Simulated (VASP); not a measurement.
A run of VASP 6.6.1 is set up as follows.

The input INCAR:

```
SYSTEM = B31N32
PREC = Accurate
ENCUT = 520
EDIFF = 1E-6
ISMEAR = -1
SIGMA = 0.05
LREAL = Auto
LASPH = .True.
NELM = 200
ALGO = Normal
ISIF = 2
LWAVE = .False.
LCHARG = .False.
ISPIN = 2
MAGMOM = 0 0 0 0 0 0 0 0 0 0 0 0 0 0 0 0 0 0 0 0 0 0 0 0 0 0 0 0 0 0 0 0 0 0 0 0 0 0 0.25 0 0.25 0 0 0 0 0 0 0 0 0.25 0 0 0 0 0 0 0 0 0 0.25 0 0 0
LORBIT = 11
NUPDOWN = 1.0
GGA = PS
ISYM = -1
NBANDS = 168
GGA_COMPAT = .False.
```

Contents of KPOINTS:

```
explicit points
1
Reciprocal
  0.25000000   0.25000000   0.25000000 1
```

Contents of POSCAR:

```
B31N32
1.0
    7.2115910000      0.0000000000      0.0000000000
    0.0000000000      7.2115910000      0.0000000000
    0.0000000000      0.0000000000      7.2115910000
B N
31 32
Direct
    0.9998080000      0.0005350000      0.9999440000
    0.9998240000      0.0002370000      0.5010910000
    0.9998180000      0.5016870000      0.9996390000
    0.9996330000      0.5005670000      0.4999720000
    0.5001270000      0.0001310000      0.9995330000
    0.4995050000      0.0006350000      0.4999430000
    0.4995070000      0.5005470000      0.0000320000
    0.2497930000      0.2507630000      0.0001400000
    0.2513140000      0.2521830000      0.5000510000
    0.2496120000      0.7504390000      0.9999540000
    0.2517900000      0.7490410000      0.5010060000
    0.7497280000      0.2504320000      0.9992840000
    0.7482970000      0.2515510000      0.5009600000
    0.7496910000      0.7504280000      0.9998890000
    0.7475900000      0.7493400000      0.5003030000
    0.2497890000      0.0007450000      0.2501670000
    0.2496180000      0.0005410000      0.7498540000
    0.2513140000      0.5006500000      0.2515890000
    0.2517870000      0.5016060000      0.7484550000
    0.7497270000      0.9998790000      0.2498300000
    0.7496940000      0.0004820000      0.7498290000
    0.7482870000      0.5015710000      0.2509560000
    0.7476000000      0.5009070000      0.7487490000
    0.0004870000      0.2507030000      0.2501060000
    0.9994320000      0.2507520000      0.7495700000
    0.9994300000      0.7501640000      0.2501700000
    0.9996500000      0.7505370000      0.7499470000
    0.4991570000      0.2504970000      0.2498800000
    0.5005610000      0.2524900000      0.7487270000
    0.5005470000      0.7493320000      0.2518880000
    0.4994880000      0.7495510000      0.7489570000
    0.1251340000      0.1257530000      0.1251510000
    0.1241880000      0.1252410000      0.6253960000
    0.1241770000      0.6259810000      0.1246480000
    0.1250700000      0.6257900000      0.6251960000
    0.6257090000      0.1238380000      0.1232540000
    0.6249000000      0.1259250000      0.6250990000
    0.6248980000      0.6256920000      0.1253340000
    0.6334260000      0.6368960000      0.6363120000
    0.3751380000      0.3758130000      0.1251890000
    0.3656750000      0.3663020000      0.6355840000
    0.3742440000      0.8767960000      0.1243070000
    0.3749230000      0.8762180000      0.6253500000
    0.8763750000      0.3746370000      0.1237780000
    0.8743490000      0.3762260000      0.6248450000
    0.8751310000      0.8754780000      0.1250870000
    0.8756630000      0.8766540000      0.6254970000
    0.3751420000      0.1257780000      0.3752190000
    0.3742460000      0.1248990000      0.8762110000
    0.3656840000      0.6361700000      0.3657140000
    0.3749220000      0.6259460000      0.8756240000
    0.8763760000      0.1243690000      0.3740430000
    0.8751290000      0.1256810000      0.8748960000
    0.8743500000      0.6254370000      0.3756330000
    0.8756580000      0.6260830000      0.8760630000
    0.1252190000      0.3761350000      0.3755370000
    0.1240250000      0.3751510000      0.8760440000
    0.1240320000      0.8766330000      0.3745570000
    0.1248200000      0.8758370000      0.8752420000
    0.6370650000      0.3613860000      0.3608010000
    0.6249340000      0.3759200000      0.8754470000
    0.6249440000      0.8760460000      0.3753370000
    0.6253190000      0.8768870000      0.8763000000
```

Potentials or basis: VASP PAW PBE potentials, release 64 (B, N).

Command:

```bash
$ cat potpaw_PBE.64/B/POTCAR potpaw_PBE.64/N/POTCAR > POTCAR
$ mpirun -np 1 vasp_std > vasp.out
```

(1) Predict the largest force.

(2) Predict the pressure.

## Answers

(1) 0.481 eV/Å.

(2) 1.7 GPa.

Caveat: the PAW data sets were made with another functional, which shifts forces and pressure a little; the total moment is fixed, so each spin has its own Fermi level.
